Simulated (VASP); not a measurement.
Write the native input for VASP 6.6.1 that does the following.

```yaml
Task: relaxation of cell and atoms
Functional: PBE
Potentials_or_basis: VASP PAW PBE potentials, release 64 (Zn, Tl_d)
Cutoff: 600 eV
k_mesh: 4 × 4 × 4
Occupations: gaussian, width 0.1 eV
Spin: no spin polarisation
Dipole_correction: no
Further_INCAR_settings: ALGO = Normal; EDIFF = 1e-06; IBRION = 2; EDIFFG = -0.04; NSW = 90; ISIF = 3
```

The structure of TlZn4 lies in POSCAR:

```
TlZn4
1.0
    4.3947550600      0.0000000000      0.0000000000
    0.0000000000      4.3947550600      0.0000000000
    0.0000000000      0.0000000000      4.3947550600
Zn Tl
4 1
Direct
    0.5000000000      0.5000000000      0.5000000000
    0.0000000000      0.5000000000      0.5000000000
    0.5000000000      0.0000000000      0.5000000000
    0.5000000000      0.5000000000      0.0000000000
    0.0000000000      0.0000000000      0.0000000000
```

These files were run (other wordings do the same):

INCAR

```
ALGO = Normal ; EDIFF = 1E-6
EDIFFG = -0.04 ; ENCUT = 600
GGA = PE ; IBRION = 2
ISIF = 3 ; ISMEAR = 0
LASPH = T ; LCHARG = F
LREAL = F ; LWAVE = F
NELM = 100 ; NSW = 90
PREC = Accurate ; SIGMA = 0.1
```

KPOINTS

```
k-points
0
Gamma
  4 4 4
```

Potentials or basis: VASP PAW PBE potentials, release 64 (Zn, Tl_d).

Run with:

```sh
$ cat potpaw_PBE.64/Zn/POTCAR potpaw_PBE.64/Tl_d/POTCAR > POTCAR
$ mpirun -np 1 vasp_std > vasp.out
```

It gave:

```json
{
 "Relaxed volume": "22.38 Å³/atom",
 "Relaxed cell": "a = 4.819 Å, b = 4.819 Å, c = 4.819 Å, α = 90.00°, β = 90.00°, γ = 90.00°",
 "Space group after relaxing (to 0.05 Å)": "Pm-3m (No. 221)",
 "Energy gained by relaxing": "268.9 meV/atom",
 "Ionic steps": "3",
 "Pressure after relaxing": "0.3 GPa"
}
```

Caveat: the volume moved by over 15 % at a fixed basis, so the end points are rough.

Run time: 39 s on 1 thread of Intel(R) Xeon(R) 6975P-C (Granite Rapids), with other jobs on the host, peak memory 0.23 GiB.
